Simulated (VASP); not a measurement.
Runs of VASP 6.6.1 on Si. The structure is that of space group P6/mmm (No. 191), or close to it. The cells are those of the table. This isn't the form of Si at room conditions, which is diamond.

```tsv
cell	gap on the mesh (eV)	pressure (GPa)
a = 2.621, b = 2.621, c = 2.417 Å, angles 90.0, 90.0, 120.0°, 1 atom	none	1.9
a = 2.621, b = 2.621, c = 2.503 Å, angles 90.0, 90.0, 120.0°, 1 atom	none	(a)
a = 2.621, b = 2.621, c = 2.454 Å, angles 90.0, 90.0, 120.0°, 1 atom	none	-0.1
a = 2.621, b = 2.621, c = 2.442 Å, angles 90.0, 90.0, 120.0°, 1 atom	none	0.5
a = 2.621, b = 2.621, c = 2.429 Å, angles 90.0, 90.0, 120.0°, 1 atom	none	(b)
a = 2.621, b = 2.621, c = 2.510 Å, angles 90.0, 90.0, 120.0°, 1 atom	none	-2.7
a = 2.621, b = 2.621, c = 2.479 Å, angles 90.0, 90.0, 120.0°, 1 atom	none	-1.4
a = 2.621, b = 2.621, c = 2.491 Å, angles 90.0, 90.0, 120.0°, 1 atom	none	-1.9
```

Alike in all rows: task single point; level LDA; potentials or basis VASP PAW LDA potentials, release 64 (Si); no spin polarisation; k mesh 24 × 24 × 20; cutoff (eV) 520; smearing gaussian 0.15 eV.

Problem. Fill in the values left out.

Solution. (a) -2.5; (b) 1.2.

A gap of «none» marks levels without a gap at the run's occupations.
